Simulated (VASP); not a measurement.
Set up this calculation in VASP 6.6.1, as the native input.

| Property | Result |
| --- | --- |
| Task | single point |
| Functional | PBE |
| Potentials or basis | VASP PAW PBE potentials, release 64 (Ti_sv, O) |
| Cutoff | 520 eV |
| k mesh | 6 × 6 × 5 |
| Occupations | fermi-dirac, width 0.05 eV |
| Spin | no spin polarisation |
| Dipole correction | no |
| Further INCAR settings | ALGO = Normal; EDIFF = 1e-06; NBANDS = 33 |

The structure of TiO2 lies in POSCAR:

```
TiO2
1.0
    2.7060340000     -2.7066550000      0.0000000000
    2.7060340000      2.7066550000      0.0000000000
   -2.6335310000      0.0000000000      4.7966370000
Ti O
2 4
Direct
    0.8658900000      0.1341100000      0.7500000000
    0.1341100000      0.8658900000      0.2500000000
    0.0887550000      0.3312210000      0.1671490000
    0.9112450000      0.6687790000      0.8328510000
    0.6687790000      0.9112450000      0.3328510000
    0.3312210000      0.0887550000      0.6671490000
```

One way to write it, as run:

INCAR

```
SYSTEM = TiO2
PREC = Accurate
ENCUT = 520
EDIFF = 1E-6
ISMEAR = -1
SIGMA = 0.05
LREAL = .FALSE.
LASPH = .TRUE.
NELM = 80
ALGO = Normal
ISIF = 2
LWAVE = .FALSE.
LCHARG = .FALSE.
GGA = PE
NBANDS = 33
```

KPOINTS

```
Automatic mesh
0
G
  6 6 5
  0 0 0
```

Potentials or basis: VASP PAW PBE potentials, release 64 (Ti_sv, O).

Launch:

```bash
$ cat potpaw_PBE.64/Ti_sv/POTCAR potpaw_PBE.64/O/POTCAR > POTCAR
$ mpirun -np 1 vasp_std > vasp.out
```

Results of the run:

The pressure is -1.0 GPa. The largest force is 0.106 eV/Å. The band gap on the k mesh is 2.05 eV (least direct gap 2.39 eV).

Run time: 3.5 min on 1 thread of Intel Xeon 8259CL (shared host), peak memory 0.23 GiB.
